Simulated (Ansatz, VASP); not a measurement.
## C: VASP beside Ansatz

Contents of POSCAR:

```
C
1.0
    0.0000000000     -1.7801161419     -1.7801161419
   -1.7801161419      0.0000000000     -1.7801161419
    1.7801161419      1.7801161419     -3.5602322838
C
4
Direct
    0.7249113929      0.7823424657      0.7499999898
    0.2750886071      0.2176575343      0.2500000102
    0.3499113929      0.4073424657      0.8749999898
    0.9000886071      0.8426575343      0.3750000102
```

INCAR.step1

```
SYSTEM = C
PREC = Accurate
ENCUT = 520
ISMEAR = 0
SIGMA = 0.05
LREAL = .False.
LASPH = .True.
NELM = 60
NBANDS = 16
GGA = PE
ALGO = Normal
EDIFF = 1E-4
LWAVE = .True.
LCHARG = .False.
```

INCAR.step2

```
SYSTEM = C
PREC = Accurate
ENCUT = 520
EDIFF = 1E-7
ISMEAR = 0
SIGMA = 0.05
LREAL = .False.
LASPH = .True.
NELM = 60
ALGO = Normal
ISIF = 2
LWAVE = .False.
LCHARG = .True.
METAGGA = R2SCAN
LMIXTAU = .True.
LELF = .True.
LVHAR = .True.
NBANDS = 16
ISTART = 1
```

The input KPOINTS:

```
Automatic mesh
0
Gamma
  12 12 10
  0 0 0
```

Input for Ansatz:

```yaml
crystal:
  lattice:
    - [0.0, -1.7801161419, -1.7801161419]
    - [-1.7801161419, 0.0, -1.7801161419]
    - [1.7801161419, 1.7801161419, -3.5602322838]
  atoms:
    - { symbol: C, position: [0.7249113929, 0.7823424657, 0.7499999898] }
    - { symbol: C, position: [0.2750886071, 0.2176575343, 0.2500000102] }
    - { symbol: C, position: [0.3499113929, 0.4073424657, 0.8749999898] }
    - { symbol: C, position: [0.9000886071, 0.8426575343, 0.3750000102] }
basis:
  ecutwfc: 520.0
kpoints:
  mp_grid: { grid: [12, 12, 10] }
hamiltonian:
  xc: r2scan
scf:
  occupations: { method: gaussian, width: 0.05 }
output:
  forces: true
  stress: true
  eigenvalues: true
```

Change from the starting cell: mode 4 frozen in at -0.074 Å, equal normal strain along x, y and z +0.0000.

Alike in both runs: task single point; functional r2SCAN; k mesh 12 × 12 × 10; occupations gaussian, width 0.05 eV; no spin polarisation.

|  | VASP | Ansatz |
| --- | --- | --- |
| version | VASP 6.6.1 | Ansatz 0.2.0 |
| potentials or method | VASP PAW PBE potentials, release 64 (C), cutoff 520 eV | scalar-relativistic, plane waves, PAW |
| valence electrons in the cell | 16 | 16 |

|  | VASP | Ansatz | Ansatz less VASP |
| --- | --- | --- | --- |
| gap on the k mesh at the Fermi level (eV) | 4.23 | 4.26 | +0.030 |
| least direct gap on the mesh (eV) | 5.74 | 5.78 | +0.045 |
| pressure (GPa) | 1.0 | -0.2 | -1.13 |
| traceless stress, the component that is largest in VASP (GPa) | 1.23 | 1.23 | +0.006 |
| rms of the force components (eV/Å) | 0.593 | 0.596 | +0.0027 |

VASP's potentials were made for PBE, not for r2SCAN. Atom by atom the forces differ by 0.003 eV/Å (rms over components).
